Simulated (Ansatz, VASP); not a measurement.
**Two plane-wave programs on AgCl**

```
Ag Cl
1.0
     0.00000    2.88408    2.55130
     2.88408    0.00000    2.55130
     2.88408    2.88408    0.00000
Ag Cl
1 1
Cartesian
  2.8841 2.8841 2.5513
  0.0000 0.0000 0.0000
```

Change from the starting cell: strain +0.040 along x and y, -0.080 along z, atoms carried along.

Alike in both runs: task single point; functional r2SCAN; k mesh 8 × 8 × 8; occupations gaussian, width 0.05 eV; no spin polarisation.

```csv
,VASP,Ansatz
version,VASP 6.6.1,Ansatz 0.2.0
potentials or method,"VASP PAW PBE potentials, release 64 (Ag, Cl), cutoff 550 eV","scalar-relativistic, plane waves, PAW"
valence electrons in the cell,18,26
```

```tsv
	VASP	Ansatz	Ansatz less VASP
gap on the k mesh at the Fermi level (eV)	1.20	1.25	+0.049
least direct gap on the mesh (eV)	3.85	3.89	+0.041
pressure (GPa)	1.7	1.7	+0.07
traceless stress, the component that is largest in VASP (GPa)	3.09	3.18	+0.081
```

VASP's potentials were made for PBE, not for r2SCAN. VASP's potentials hold 18 valence electrons a cell and Ansatz's 26, so a difference there can come from the potentials and not from the codes.
